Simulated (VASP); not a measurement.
Runs of VASP 6.6.1 on MgI2. The structure is that of space group P-3m1 (No. 164), or close to it. The cells are those of the table. 

```tsv
cell	gap on the mesh (eV)	pressure (GPa)	largest force (eV/Å)
a = 4.029, b = 4.029, c = 6.759 Å, angles 90.0, 90.0, 120.0°, 3 atoms	3.53	2.5	0.33
a = 4.278, b = 4.278, c = 6.656 Å, angles 90.0, 90.0, 120.0°, 3 atoms	3.08	(a)	(b)
a = 4.216, b = 4.216, c = 6.862 Å, angles 90.0, 90.0, 120.0°, 3 atoms	3.36	-1.0	0.14
a = 4.091, b = 4.091, c = 6.656 Å, angles 90.0, 90.0, 120.0°, 3 atoms	3.38	1.9	0.32
a = 4.154, b = 4.154, c = 6.656 Å, angles 90.0, 90.0, 120.0°, 3 atoms	3.30	0.7	0.19
```

Alike in all rows: task single point; level PBEsol; potentials or basis VASP PAW PBE potentials, release 64 (Mg, I); no spin polarisation; k mesh 6 × 6 × 4; cutoff (eV) 520; smearing gaussian 0.05 eV.

Task: Fill in the values left out.

Result: (a) -1.1; (b) 0.03.

Caveats: the PAW data sets were made with another functional, which shifts forces and pressure a little; spin-orbit coupling is left out, which moves the levels of the heavy elements; this functional lacks dispersion, which binds the layers, so the pressure and a relaxed spacing across them are unreliable.

A k mesh can miss the band edges, and the runs leave out spin-orbit coupling on I.
